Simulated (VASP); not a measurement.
# C (C2/m) in VASP: notebook

The runs below take C through single point, with LDA.

Program: VASP 6.6.1. These are calculated values, not measurements. Logs are shortened: lines on timing, memory, paths and dates and some standing lists are left out, and cuts for length are marked.

## Step 1: The cell of the first run

It takes space group C2/m (No. 12, monoclinic). The conventional cell has a = 2.446 Å, b = 4.233 Å, c = 3.550 Å, α = 90.00°, β = 108.86°, γ = 90.00°. Within 1.9 Å of C (site symmetry 2) lie 3 C at 1.41 Å.

## Step 2: Single point, LDA (strain +0.0225 x Voigt [0, 0, 0, 0, 1, 0])

File INCAR:

```
PREC = Accurate ; ENCUT = 520
EDIFF = 1E-6 ; ISMEAR = 0
SIGMA = 0.03 ; LREAL = F
LASPH = T ; NELM = 60
ALGO = Normal ; ISIF = 2
LWAVE = F ; LCHARG = F
NBANDS = 11
```

File KPOINTS:

```
regular mesh
0
Gamma
  16 16 16
```

File POSCAR:

```
C
1.0
    0.0377971790      2.1166507492      3.3597492418
    1.2605818467      0.0000000000      3.3735055693
    1.2227846677      2.1166507492      0.0137563275
C
2
Direct
    0.1667065656      0.8332934344      0.1667065656
    0.8332934344      0.1667065656      0.8332934344
```

Potentials or basis: VASP PAW LDA potentials, release 64 (C).

The run is started by

```
$ cat potpaw_LDA.64/C/POTCAR > POTCAR
$ mpirun -np 1 vasp_std > vasp.out
```

OUTCAR:

```text
PREC = Accurate
   ENCUT = 520
   EDIFF = 1E-6
   ISMEAR = 0
   LREAL = F
   LASPH = T
   NELM = 60
   ISIF = 2

 ion  position               nearest neighbor table
   1  0.167  0.833  0.167-   2 1.41   2 1.41   2 1.41
   2  0.833  0.167  0.833-   1 1.41   1 1.41   1 1.41

  LATTYP: Found a base centered monoclinic cell.
 ALAT       =     2.4457240892
 B/A-ratio  =     1.7308990483
 C/A-ratio  =     1.4513610586
 COS(beta)  =    -0.3232091483

  Lattice vectors:

 A1 = (  -1.2227846677,  -2.1166507492,  -0.0137563275)
 A2 = (  -1.2227846677,   2.1166507492,  -0.0137563275)
 A3 = (   1.1849874887,   0.0000000000,  -3.3459929143)

Analysis of symmetry for initial positions (statically):
=====================================================================
 Subroutine PRICEL returns:
 Original cell was already a primitive cell.

 Routine SETGRP: Setting up the symmetry group for a
 base centered monoclinic supercell.

 Subroutine GETGRP returns: Found  4 space group operations
 (whereof  4 operations were pure point group operations)
 out of a pool of  4 trial point group operations.

The static configuration has the point symmetry C_2h.

Analysis of symmetry for dynamics (positions and initial velocities):
=====================================================================
 Subroutine PRICEL returns:
 Original cell was already a primitive cell.

 Routine SETGRP: Setting up the symmetry group for a
 base centered monoclinic supercell.

 Subroutine GETGRP returns: Found  4 space group operations
 (whereof  4 operations were pure point group operations)
 out of a pool of  4 trial point group operations.

The dynamic configuration has the point symmetry C_2h.

 Subroutine INISYM returns: Found  4 space group operations
 (whereof  4 operations are pure point group operations),
 and found     1 'primitive' translations

----------------------------------------------------------------------------------------

                                     Primitive cell

  volume of cell :      17.3893

  direct lattice vectors                    reciprocal lattice vectors
     0.037797179  2.116650749  3.359749242    -0.410628941  0.236222249  0.153440206
     1.260581847  0.000000000  3.373505569     0.407280053 -0.236222249  0.144238730
     1.222784668  2.116650749  0.013756328     0.410628941  0.236222249 -0.153440206

  length of vectors
     3.971089773  3.601333978  2.444504443     0.497956801  0.492425430  0.497956801

  position of ions in fractional coordinates (direct lattice)
     0.166706566  0.833293434  0.166706566
     0.833293434  0.166706566  0.833293434

  ion indices of the primitive-cell ions
   primitive index   ion index
                 1           1
                 2           2

----------------------------------------------------------------------------------------

 KPOINTS: regular mesh

Automatic generation of k-mesh.
 Grid dimensions read from file:
 generate k-points for:   16   16   16

 Generating k-lattice:

  Cartesian coordinates                     Fractional coordinates (reciprocal lattice)
    -0.025664309  0.014763891  0.009590013     0.062500000  0.000000000  0.000000000
     0.025455003 -0.014763891  0.009014921     0.000000000  0.062500000  0.000000000
     0.025664309  0.014763891 -0.009590013     0.000000000 -0.000000000  0.062500000

  Length of vectors
     0.031122300  0.030776589  0.031122300

  Shift w.r.t. Gamma in fractional coordinates (k-lattice)
     0.000000000  0.000000000  0.000000000

 Subroutine IBZKPT returns following result:
 ===========================================

 Found   1098 irreducible k-points:

 Following reciprocal coordinates:
            Coordinates               Weight
  0.000000  0.000000  0.000000      1.000000
  0.062500  0.000000  0.000000      4.000000
  0.125000  0.000000  0.000000      4.000000
  0.187500  0.000000  0.000000      4.000000
  0.250000  0.000000  0.000000      4.000000
  0.312500  0.000000  0.000000      4.000000
[... 16 lines left out ...]
 -0.187500  0.062500 -0.000000      4.000000
 -0.125000  0.062500 -0.000000      4.000000
 [... further k-points ...]
   k-points           NKPTS =   1098   k-points in BZ     NKDIM =   1098   number of bands    NBANDS=     11
   number of dos      NEDOS =    301   number of ions     NIONS =      2
   total plane-waves  NPLWV =  15120
   dimension x,y,z NGX =    30 NGY =   28 NGZ =   18
   dimension x,y,z NGXF=    60 NGYF=   56 NGZF=   36
   ions per type =               2
   NGX,Y,Z   is equivalent  to a cutoff of  12.56, 12.93, 12.24 a.u.
   NGXF,Y,Z  is equivalent  to a cutoff of  25.12, 25.85, 24.48 a.u.
 SYSTEM =  unknown system
   PREC   = accura    normal or accurate (medium, high low for compatibility)
   ISTART =      0    job   : 0-new  1-cont  2-samecut
   ICHARG =      2    charge: 1-file 2-atom 10-const
   ISPIN  =      1    spin polarized calculation?
   LNONCOLLINEAR =      F non collinear calculations
   LSORBIT =      F    spin-orbit coupling
   LASPH  =      T    aspherical Exc in radial PAW
   ENCUT  =  520.0 eV  38.22 Ry    6.18 a.u.   7.38  6.70  4.55*2*pi/ulx,y,z
   NELM   =     60;   NELMIN=  2; NELMDL= -5     # of ELM steps
   EDIFF  = 0.1E-05   stopping-criterion for ELM
   LREAL  =      F    real-space projection
   EDIFFG = 0.1E-04   stopping-criterion for IOM
   NSW    =      0    number of steps for IOM
   IBRION =     -1    ionic relax: 0-MD 1-quasi-New 2-CG
   NFREE  =      0    steps in history (QN), initial steepest desc. (CG)
   ISIF   =      2    stress and relaxation
   ISYM   =      2    0-nonsym 1-usesym 2-fastsym
   POTIM  = 0.5000    time-step for ionic-motion
   TEBEG  =    0.0;   TEEND  =   0.0 temperature during run
   PSTRESS=    0.0 pullay stress
   NELECT =       8.0000    total number of electrons
   NUPDOWN=      -1.0000    fix difference up-down
   EMIN   =  10.00;   EMAX   =-10.00  energy-range for DOS
   EFERMI =   0.00;   METHOD = LEGACY
   ISMEAR =     0;   SIGMA  =   0.03  broadening in eV -4-tet -1-fermi 0-gaus
   EFERMI_NEDOS =   21; number of points for ismear=-14 and -15
   IALGO  =     38    algorithm
   IMIX   =      4    mixing-type and parameters
     AMIX     =   0.40;   BMIX     =  1.00
     AMIX_MAG =   1.60;   BMIX_MAG =  1.00
  volume/ion in A,a.u.               =       8.69        58.67
  Fermi-wavevector in a.u.,A,eV,Ry     =   1.263798  2.388233 21.731040  1.597186
  Thomas-Fermi vector in A             =   2.397137
   LORBIT       =      0    0 simple, 1 ext, 2 COOP (PROOUT), +10 PAW based schemes
   GGA     = CA    functional components
   LHFCALC =     F    Hartree Fock is set to
   AEXX    =    0.0000 exact exchange contribution
   IVDW    =     0    specifies the selected vdW correction
   LEPSILON=     F    determine dielectric tensor
   LRPA    =     F    only Hartree local field effects (RPA)
 non-spin polarized calculation
 Gauss-broadening in eV      SIGMA  =   0.03
  energy-cutoff  :      520.00
  volume of cell :       17.39
 maximum number of plane-waves:       485
 NGX is ok and might be reduce to    30
   NGX = 15   NGY = 13   NGZ =  9

 number of electron       8.0000000 magnetization

 Free energy of the ion-electron system (eV)
  ---------------------------------------------------
  ext. energy  EPLUGINS =         0.00000000
  ---------------------------------------------------
  free energy    TOTEN  =       -20.22038840 eV

  energy without entropy =      -20.22038840  energy(sigma->0) =      -20.22038840

 E-fermi :   4.5934     XC(G=0): -10.7940

 val. band max:        4.4921937768   @ k =   0.4375  -0.1875   0.3125
 cond. band min:       4.6916667329   @ k =  -0.0000   0.3125   0.3125
 fundamental gap:      0.1994729561
 Fermi energy:         4.5933544749

 k-point     1 :       0.0000    0.0000    0.0000
  band No.  band energies     occupation
      1     -14.9336      2.00000
      2      -2.0192      2.00000
      3       1.7060      2.00000
      4       1.7162      2.00000
      5       8.4689      0.00000
      6      13.1417      0.00000
      7      13.2089      0.00000
      8      16.2913      0.00000
      9      18.1723      0.00000
     10      27.3145      0.00000
     11      29.9490      0.00000

 k-point     2 :       0.0625    0.0000    0.0000
  band No.  band energies     occupation
      1     -14.8364      2.00000
      2      -1.9385      2.00000
      3       1.3490      2.00000
      4       1.5078      2.00000
      5       8.6382      0.00000
      6      13.2414      0.00000
      7      13.5669      0.00000
      8      15.9400      0.00000
      9      18.3279      0.00000
     10      27.6294      0.00000
     11      29.0838      0.00000

 k-point     3 :       0.1250    0.0000    0.0000
  band No.  band energies     occupation
      1     -14.5455      2.00000
      2      -1.6948      2.00000
      3       0.3626      2.00000
      4       0.9896      2.00000
      5       9.1420      0.00000
      6      13.3030      0.00000
      7      14.6865      0.00000
      8      14.9584      0.00000
      9      18.8304      0.00000
     10      27.0722      0.00000
     11      28.4777      0.00000

 k-point     4 :       0.1875    0.0000    0.0000
  band No.  band energies     occupation
      1     -14.0638      2.00000
      2      -1.2839      2.00000
      3      -1.0247      2.00000
      4       0.3244      2.00000
      5       9.9631      0.00000
      6      13.2433      0.00000
      7      13.5132      0.00000
      8      16.3406      0.00000
      9      19.6799      0.00000
     10      25.0923      0.00000
     11      29.2713      0.00000
[... 239 lines left out ...]
 k-point    22 :      -0.2500    0.0625   -0.0000
  band No.  band energies     occupation
      1     -12.5864      2.00000
      2      -4.2561      2.00000
      3      -0.9273      2.00000
      4       0.3327      2.00000
      5       9.8625      0.00000
      6      11.7917      0.00000
      7      12.8931      0.00000
      8      20.4863      0.00000
      9      21.6101      0.00000
     10      22.3786      0.00000
     11      27.5256      0.00000

 k-point    23 :      -0.1875    0.0625   -0.0000
  band No.  band energies     occupation
      1     -13.4273      2.00000
      2      -2.6061      2.00000
      3      -0.4458      2.00000
      4      -0.3452      2.00000
      5      10.5140      0.00000
      6      11.7500      0.00000
      7      13.0745      0.00000
      8      18.3322      0.00000
      9      20.8148      0.00000
     10      23.3402      0.00000
     11      28.4533      0.00000

 k-point    24 :      -0.1250    0.0625   -0.0000
  band No.  band energies     occupation
      1     -14.0867      2.00000
      2      -1.0907      2.00000
      3      -1.0213      2.00000
      4       0.3237      2.00000
      5       9.5650      0.00000
      6      13.2422      0.00000
      7      13.4897      0.00000
      8      16.3404      0.00000
      9      19.7027      0.00000
     10      25.0547      0.00000
     11      29.4867      0.00000

 [... further k-points ...]
[... 5 lines left out ...]
  --------------------------------------------------------------------------------------
  -------------------------------------------------------------------------------------
  Total        0.1430815      0.1160730      0.0054585      0.0000000      0.0000000     -0.0192559
  in kB       13.1829619     10.6945036      0.5029210      0.0000000      0.0000000     -1.7741581
  external PRESSURE =       8.1267955 kB  Pullay stress =       0.0000000 kB

 VOLUME and BASIS-vectors are now :
 -----------------------------------------------------------------------------
  energy-cutoff  :      520.00
  volume of cell :       17.39
      direct lattice vectors                 reciprocal lattice vectors
     0.037797179  2.116650749  3.359749242    -0.410628941  0.236222249  0.153440206
     1.260581847  0.000000000  3.373505569     0.407280053 -0.236222249  0.144238730
     1.222784668  2.116650749  0.013756328     0.410628941  0.236222249 -0.153440206

 POSITION                                       TOTAL-FORCE (eV/Angst)
 -----------------------------------------------------------------------------------
      1.26058      0.70572      3.37351         0.000000     -0.023404     -0.000000
      1.26058      3.52758      3.37351         0.000000      0.023404      0.000000
 -----------------------------------------------------------------------------------
    total drift:                                0.000000      0.000000     -0.000000

  FREE ENERGIE OF THE ION-ELECTRON SYSTEM (eV)
  ---------------------------------------------------
  free  energy   TOTEN  =       -20.2203883963 eV

  energy  without entropy=      -20.2203883959  energy(sigma->0) =      -20.22038840
```

Run time: 2.1 min. Hardware: 1 thread of Intel Xeon Platinum 8488C (Sapphire Rapids), shared host; peak memory 0.25 GiB.

Results:

| Property | Result |
| --- | --- |
| Free energy | -20.2204 eV |
| Pressure | 0.8 GPa |
| Largest force | 0.023 eV/Å |
| Band gap on the k mesh | 0.20 eV, indirect (least direct gap 0.26 eV) |

Forces on the atoms (eV/Å):
```
C    0.000 -0.023  0.000
C    0.000  0.023  0.000
```

Caveat: the cell differs from its parent crystal (strain +0.0225 x Voigt [0, 0, 0, 0, 1, 0]). A k mesh can miss the band edges.

(Part 1 of 2 ends here.)
